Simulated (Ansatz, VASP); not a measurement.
Two plane-wave programs on Zr3Mn

File INCAR:

```
SYSTEM = Zr3Mn
PREC = Accurate ; ENCUT = 520
EDIFF = 1E-6 ; ISMEAR = -1
SIGMA = 0.1 ; LREAL = .False.
LASPH = .True. ; NELM = 150
ALGO = Normal ; ISIF = 2
LWAVE = .False. ; LCHARG = .True.
ISPIN = 2 ; MAGMOM = 0 0 0 5.2
LORBIT = 11 ; LMAXMIX = 4
GGA = PE ; LELF = .True.
LVHAR = .True. ; NBANDS = 36
```

The input KPOINTS:

```
Automatic mesh
0
Gamma
  4 4 4
  0 0 0
```

POSCAR

```
Zr3Mn
1.0
    4.3732200000      0.0000000000      0.0000000000
    0.0000000000      4.3732200000      0.0000000000
    0.0000000000      0.0000000000      4.3732200000
Zr Mn
3 1
Direct
    0.0000000000      0.5000000000      0.5000000000
    0.5000000000      0.0000000000      0.5000000000
    0.5000000000      0.5000000000      0.0000000000
    0.0000000000      0.0000000000      0.0000000000
```

Input for Ansatz:

```yaml
crystal:
  lattice:
    - [4.37322, 0.0, 0.0]
    - [0.0, 4.37322, 0.0]
    - [0.0, 0.0, 4.37322]
  atoms:
    - { symbol: Zr, position: [0.0, 0.5, 0.5], spin: 0.0 }
    - { symbol: Zr, position: [0.5, 0.0, 0.5], spin: 0.0 }
    - { symbol: Zr, position: [0.5, 0.5, 0.0], spin: 0.0 }
    - { symbol: Mn, position: [0.0, 0.0, 0.0], spin: 5.2 }
basis:
  ecutwfc: 470.0
kpoints:
  mp_grid:
    grid: [4, 4, 4]
hamiltonian:
  xc: pbe
  pseudopotentials:
    kind: paw
magnetization:
  spin_polarized: true
scf:
  occupations:
    method: fermi_dirac
    width: 0.1
output:
  forces: true
  stress: true
```

Alike in both runs: task single point; functional PBE; k mesh 4 × 4 × 4; occupations fermi-dirac, width 0.1 eV; collinear spin.

|  | VASP | Ansatz |
| --- | --- | --- |
| version | VASP 6.6.1 | Ansatz 0.2.0 |
| potentials or method | VASP PAW PBE potentials, release 64 (Zr_sv, Mn_pv), cutoff 520 eV | plane waves, PAW |
| valence electrons in the cell | 49 | 51 |

```csv
,VASP,Ansatz,Ansatz less VASP
pressure (GPa),0.2,0.2,-0.02
net moment per atom (μB),0.78,0.77,-0.003
size of the moment on the site where the two differ most (μB),3.38,3.52,+0.136
```

Site moments also hang on the region over which each program counts them. VASP's potentials hold 49 valence electrons a cell and Ansatz's 51, so a difference there can come from the potentials and not from the codes. Ansatz's warnings: given moment on shells.
